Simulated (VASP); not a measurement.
Ca3AsP:

```xyz
5
Lattice="5.3339 0.0000 0.0000 0.0000 5.3339 0.0000 0.0000 0.0000 5.3339" Properties=species:S:1:pos:R:3 pbc="T T T"
As    0.0000    0.0000    0.0000
Ca    2.6669    2.6669    0.0000
Ca    2.6669    0.0000    2.6669
Ca    0.0000    2.6669    2.6669
P     2.6669    2.6669    2.6669
```

| Item | Value |
| --- | --- |
| Program | VASP 6.6.1 |
| Task | relaxation of cell and atoms |
| Functional | PBE |
| Dispersion | D3(BJ) |
| Potentials or basis | VASP PAW PBE potentials, release 64 (As, Ca_sv, P) |
| Cutoff | 600 eV |
| k mesh | 5 × 5 × 5 |
| Occupations | fermi-dirac, width 0.05 eV |
| Spin | no spin polarisation |

At the start: pressure -1.5 GPa; volume 30.35 Å³/atom.

Where does the relaxation end?

Over 3 steps the energy falls by 5.6 meV/atom and the volume is 29.19 Å³/atom (-3.8 %); space group Pm-3m (No. 221, to 0.1 Å) before and after.

Step by step:
| step | energy change (eV) | largest force (eV/Å) | pressure (GPa) | volume (Å³) |
| --- | --- | --- | --- | --- |
| 1 | 0.0000 | 0.0000 | -1.51 | 151.75 |
| 2 | -0.0280 | 0.0000 | 0.11 | 145.57 |
| 3 | -0.0282 | 0.0000 | 0.00 | 145.95 |

Final structure:
```
CELL_PARAMETERS angstrom
5.26504 0.00000 0.00000
0.00000 5.26504 0.00000
0.00000 0.00000 5.26504
ATOMIC_POSITIONS crystal
As 0.00000 0.00000 0.00000
Ca 0.50000 0.50000 0.00000
Ca 0.50000 0.00000 0.50000
Ca 0.00000 0.50000 0.50000
P 0.50000 0.50000 0.50000
```
